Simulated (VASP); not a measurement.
# CdS (F-43m) in VASP: further runs

CdS is run at these levels: PBE, LDA, rpbe exchange, lyp correlation; tasks: vibrations by perturbation theory, dielectric tensor, elastic constants.

Everything below comes from runs of VASP 6.6.1. Logs are shortened: lines on timing, memory, paths and dates and some standing lists are left out, and cuts for length are marked.

### Step 1. The cell of the first run

The structure is cubic, space group F-43m (No. 216). The conventional cell has a = 5.833 Å, b = 5.833 Å, c = 5.833 Å, α = 90.00°, β = 90.00°, γ = 90.00°. Cd (site symmetry -43m) has 4 S at 2.53 Å within 3.3 Å. Within 3.3 Å of S (site symmetry -43m) lie 4 Cd at 2.53 Å.

### Step 2. Vibrations by perturbation theory, PBE

INCAR

```
PREC     = Accurate       # precision mode
ENCUT    = 630            # plane-wave cutoff, eV
EDIFF    = 1E-8           # SCF threshold, eV
ISMEAR   = 0              # smearing method
SIGMA    = 0.01           # smearing width, eV
LREAL    = False          # projectors in reciprocal space
LASPH    = True           # aspherical terms in the spheres
NELM     = 120            # most SCF steps
ALGO     = Normal         # electronic algorithm
ISIF     = 2              # what is computed and relaxed
LWAVE    = False          # write WAVECAR
LCHARG   = False          # write CHGCAR
GGA      = PE             # functional
NBANDS   = 20             # bands
IBRION   = 8              # ionic algorithm
NSW      = 1              # ionic steps
LEPSILON = True           # dielectric tensor by DFPT
GGA_COMPAT= False
```

KPOINTS

```
Automatic mesh
0
Gamma
  6 6 6
```

POSCAR

```
CdS
1.0
    0.0000000000      2.9165000000      2.9165000000
    2.9165000000      0.0000000000      2.9165000000
    2.9165000000      2.9165000000      0.0000000000
Cd S
1 1
Direct
    0.0000000000      0.0000000000      0.0000000000
    0.7500000000      0.7500000000      0.7500000000
```

Potentials or basis: VASP PAW PBE potentials, release 64 (Cd_sv_GW, S).

Started as:

```
cat potpaw_PBE.64/Cd_sv_GW/POTCAR potpaw_PBE.64/S/POTCAR > POTCAR
mpirun -np 1 vasp_std > vasp.out
```

OUTCAR:

```text
PREC = Accurate
   ENCUT = 630
   EDIFF = 1E-8
   ISMEAR = 0
   LREAL = False
   LASPH = True
   NELM = 120
   ISIF = 2
   GGA = PE
   IBRION = 8
   NSW = 1
   LEPSILON = True

 ion  position               nearest neighbor table
   1  0.000  0.000  0.000-   2 2.53   2 2.53   2 2.53   2 2.53
   2  0.750  0.750  0.750-   1 2.53   1 2.53   1 2.53   1 2.53

  LATTYP: Found a face centered cubic cell.
 ALAT       =     5.8330000000

  Lattice vectors:

 A1 = (   0.0000000000,   2.9165000000,   2.9165000000)
 A2 = (   2.9165000000,   0.0000000000,   2.9165000000)
 A3 = (   2.9165000000,   2.9165000000,   0.0000000000)

Analysis of symmetry for initial positions (statically):
=====================================================================
 Subroutine PRICEL returns:
 Original cell was already a primitive cell.

 Routine SETGRP: Setting up the symmetry group for a
 face centered cubic supercell.

 Subroutine GETGRP returns: Found 24 space group operations
 (whereof 24 operations were pure point group operations)
 out of a pool of 48 trial point group operations.

The static configuration has the point symmetry T_d .

Analysis of symmetry for dynamics (positions and initial velocities):
=====================================================================
 Subroutine PRICEL returns:
 Original cell was already a primitive cell.

 Routine SETGRP: Setting up the symmetry group for a
 face centered cubic supercell.

 Subroutine GETGRP returns: Found 24 space group operations
 (whereof 24 operations were pure point group operations)
 out of a pool of 48 trial point group operations.

The dynamic configuration has the point symmetry T_d .

 Subroutine INISYM returns: Found 24 space group operations
 (whereof 24 operations are pure point group operations),
 and found     1 'primitive' translations

----------------------------------------------------------------------------------------

                                     Primitive cell

  volume of cell :      49.6153

  direct lattice vectors                    reciprocal lattice vectors
     0.000000000  2.916500000  2.916500000    -0.171438368  0.171438368  0.171438368
     2.916500000  0.000000000  2.916500000     0.171438368 -0.171438368  0.171438368
     2.916500000  2.916500000  0.000000000     0.171438368  0.171438368 -0.171438368

  length of vectors
     4.124553855  4.124553855  4.124553855     0.296939964  0.296939964  0.296939964

  position of ions in fractional coordinates (direct lattice)
     0.000000000  0.000000000  0.000000000
     0.750000000  0.750000000  0.750000000

  ion indices of the primitive-cell ions
   primitive index   ion index
                 1           1
                 2           2

----------------------------------------------------------------------------------------

 KPOINTS: Automatic mesh

Automatic generation of k-mesh.
 Grid dimensions read from file:
 generate k-points for:    6    6    6

 Generating k-lattice:

  Cartesian coordinates                     Fractional coordinates (reciprocal lattice)
    -0.028573061  0.028573061  0.028573061     0.166666667  0.000000000  0.000000000
     0.028573061 -0.028573061  0.028573061     0.000000000  0.166666667  0.000000000
     0.028573061  0.028573061 -0.028573061     0.000000000  0.000000000  0.166666667

  Length of vectors
     0.049489994  0.049489994  0.049489994

  Shift w.r.t. Gamma in fractional coordinates (k-lattice)
     0.000000000  0.000000000  0.000000000

 Subroutine IBZKPT returns following result:
 ===========================================

 Found     16 irreducible k-points:

 Following reciprocal coordinates:
[... 471 lines left out ...]
 -----------------------------------------------------------------------------------
      0.00000      0.00000      0.00000        -0.000000     -0.000000     -0.000000
      4.37475      4.37475      4.37475         0.000000      0.000000      0.000000
 -----------------------------------------------------------------------------------
    total drift:                               -0.000000     -0.000000     -0.000000

  FREE ENERGIE OF THE ION-ELECTRON SYSTEM (eV)
  ---------------------------------------------------
  free  energy   TOTEN  =        -6.1989675000 eV

  energy  without entropy=       -6.1989675000  energy(sigma->0) =       -6.19896750

 HEAD OF MICROSCOPIC STATIC DIELECTRIC TENSOR (INDEPENDENT PARTICLE, excluding Hartree and local field effects)
 ------------------------------------------------------
           7.671812     0.000000     0.000000
           0.000000     7.671812     0.000000
           0.000000    -0.000000     7.671812
 ------------------------------------------------------

 Free energy of the ion-electron system (eV)
  ---------------------------------------------------
  ---------------------------------------------------
  free energy    TOTEN  =        -0.93770049 eV

  energy without entropy =       -0.93770049

------------------------ aborting loop because EDIFF is reached ----------------------------------------

--------------------------------------- Ionic step        2  -------------------------------------------

------------------------ aborting loop because EDIFF is reached ----------------------------------------

--------------------------------------- Ionic step        3  -------------------------------------------

------------------------ aborting loop because EDIFF is reached ----------------------------------------

 PIEZOELECTRIC TENSOR FIELD DIRECTION 3  (e Angst)
 -----------------------------------------------------------------------------
    -0.00259  1.86843  0.00000           (  0.00000 -0.08092  0.00000)
     1.86843 -0.00259  0.00000           ( -0.08092  0.00000  0.00000)
     0.00000  0.00000  0.00371           (  0.00000  0.00000 -0.00000)

 PIEZOELECTRIC TENSOR FIELD DIRECTION 3  (C/m^2)
 -----------------------------------------------------------------------------
    -0.00084  0.60335  0.00000
     0.60335 -0.00084  0.00000
     0.00000  0.00000  0.00120

--------------------------------------- Ionic step        4  -------------------------------------------

------------------------ aborting loop because EDIFF is reached ----------------------------------------

[... ionic steps 5 to 6 ...]

--------------------------------------- Ionic step        7  -------------------------------------------

 Free energy of the ion-electron system (eV)
  ---------------------------------------------------
  ---------------------------------------------------
  free energy    TOTEN  =        -0.10803261 eV

  energy without entropy =       -0.10803261

------------------------ aborting loop because EDIFF is reached ----------------------------------------

 INTERNAL STRAIN TENSOR  FOR ION    2  DIRECTION 1   (eV/Angst):
 -----------------------------------------------------------------------------
    -0.00869  0.00000  0.00000
     0.00000  0.00879  6.77582
     0.00000  6.77582  0.00879

 MACROSCOPIC STATIC DIELECTRIC TENSOR (including local field effects in DFT)
 ------------------------------------------------------
           7.361800     0.000000    -0.000000
          -0.000000     7.361800    -0.000000
           0.000000     0.000000     7.361800
 ------------------------------------------------------

 PIEZOELECTRIC TENSOR (including local field effects)  for field in x, y, z        (e  Angst)
          XX          YY          ZZ          XY          YZ          ZX
  --------------------------------------------------------------------------------
  x    -0.00000    -0.00000    -0.00000     0.00000     1.88815     0.00000
  y     0.00000    -0.00000     0.00000     0.00000     0.00000     1.88815
  z    -0.00000    -0.00000     0.00000     1.88815     0.00000     0.00000

 PIEZOELECTRIC TENSOR (including local field effects)  for field in x, y, z        (C/m^2)
          XX          YY          ZZ          XY          YZ          ZX
  --------------------------------------------------------------------------------
  x    -0.00000    -0.00000    -0.00000     0.00000     0.60972     0.00000
  y     0.00000    -0.00000     0.00000     0.00000     0.00000     0.60972
  z    -0.00000    -0.00000     0.00000     0.60972     0.00000     0.00000

 BORN EFFECTIVE CHARGES (including local field effects) (in |e|, cummulative output)
 ---------------------------------------------------------------------------------
 ion    1
    1     2.27299     0.00000     0.00000
    2    -0.00000     2.27299     0.00000
    3    -0.00000    -0.00000     2.27299
 ion    2
    1    -2.27299     0.00000    -0.00000
    2     0.00000    -2.27299    -0.00000
    3     0.00000     0.00000    -2.27299

 INTERNAL STRAIN TENSOR FOR ION    2 for displacements in x,y,z  (eV/Angst):
          X           Y           Z          XY          YZ          ZX
  --------------------------------------------------------------------------------
  x    -0.00000     0.00000     0.00000     0.00000     6.77582     0.00000
  y    -0.00000     0.00000    -0.00000     0.00000     0.00000     6.77582
  z     0.00000     0.00000    -0.00000     6.77582     0.00000     0.00000

 SECOND DERIVATIVES (NOT SYMMETRIZED)
 ------------------------------------
               1X          1Y          1Z          2X          2Y          2Z
  1X    -5.098495    0.000000    0.000000    5.098495    0.000000    0.000000
  1Y     0.000000   -5.098495    0.000000    0.000000    5.098495    0.000000
  1Z     0.000000    0.000000   -5.098495    0.000000    0.000000    5.098495
  2X     5.074261    0.000000    0.000000   -5.074261    0.000000    0.000000
  2Y     0.000000    5.074261    0.000000    0.000000   -5.074261    0.000000
  2Z     0.000000    0.000000    5.074261    0.000000    0.000000   -5.074261

 Eigenvectors and eigenvalues of the dynamical matrix
 ----------------------------------------------------

   1 f  =    7.054073 THz    44.322046 2PiTHz  235.298538 cm-1    29.173287 meV
             X         Y         Z           dx          dy          dz
      0.000000  0.000000  0.000000     0.000000    0.000000   -0.471985
      4.374750  4.374750  4.374750     0.000000    0.000000    0.881607
[... 21 lines left out ...]
   6 f/i=    0.006993 THz     0.043936 2PiTHz    0.233247 cm-1     0.028919 meV
             X         Y         Z           dx          dy          dz
      0.000000  0.000000  0.000000    -0.170735    0.859557    0.096131
      4.374750  4.374750  4.374750    -0.091406    0.460180    0.051466

--------------------------------------------------------------------------------------------------------

 MACROSCOPIC STATIC DIELECTRIC TENSOR IONIC CONTRIBUTION
 ------------------------------------------------------
           3.704535     0.000000     0.000000
           0.000000     3.704535    -0.000000
           0.000000    -0.000000     3.704535
 ------------------------------------------------------

 ELASTIC MODULI CONTR FROM IONIC RELAXATION (kBar)
 Direction    XX          YY          ZZ          XY          YZ          ZX
 --------------------------------------------------------------------------------
 XX          -0.0000      0.0000      0.0000     -0.0000      0.0000      0.0000
 YY           0.0000     -0.0000      0.0000     -0.0000     -0.0000     -0.0000
 ZZ           0.0000      0.0000     -0.0000      0.0000     -0.0000      0.0000
 XY          -0.0000     -0.0000      0.0000   -307.6106     -0.0000      0.0000
 YZ           0.0000     -0.0000     -0.0000     -0.0000   -307.6106     -0.0000
 ZX           0.0000     -0.0000      0.0000      0.0000     -0.0000   -307.6106
 --------------------------------------------------------------------------------

 PIEZOELECTRIC TENSOR IONIC CONTR  for field in x, y, z        (C/m^2)
          XX          YY          ZZ          XY          YZ          ZX
  --------------------------------------------------------------------------------
  x     0.00000    -0.00000    -0.00000    -0.00000    -1.00448    -0.00000
  y     0.00000    -0.00000     0.00000     0.00000    -0.00000    -1.00448
  z    -0.00000    -0.00000     0.00000    -1.00448    -0.00000     0.00000
```

It took 6.8 min on 1 thread of Intel Xeon 6975P-C (Granite Rapids), shared host; peak memory 0.37 GiB.

Results:

| Quantity | Value |
| --- | --- |
| Electronic dielectric tensor (diagonal) | 7.36 |
| Born charges (mean of the diagonal) | Cd +2.27; S -2.27 e |
| Highest phonon frequency at Γ, LO-TO splitting left out | 235 cm⁻¹ |

Phonon frequencies in cm⁻¹ (negative: imaginary):
| q point | frequencies |
| --- | --- |
| (0.000, 0.000, 0.000) | 0 0 0 235 235 235 |

Electronic dielectric tensor:
```
7.36 0.00 0.00
0.00 7.36 0.00
0.00 0.00 7.36
```

Born effective charge tensors (e):
atom 1, Cd
```
2.27 0.00 0.00
0.00 2.27 0.00
0.00 0.00 2.27
```
atom 2, S
```
-2.27  0.00  0.00
 0.00 -2.27  0.00
 0.00  0.00 -2.27
```

Caveat: the cell stands under pressure or tension, which shifts response properties.

(Continued in part 2 of 2.)
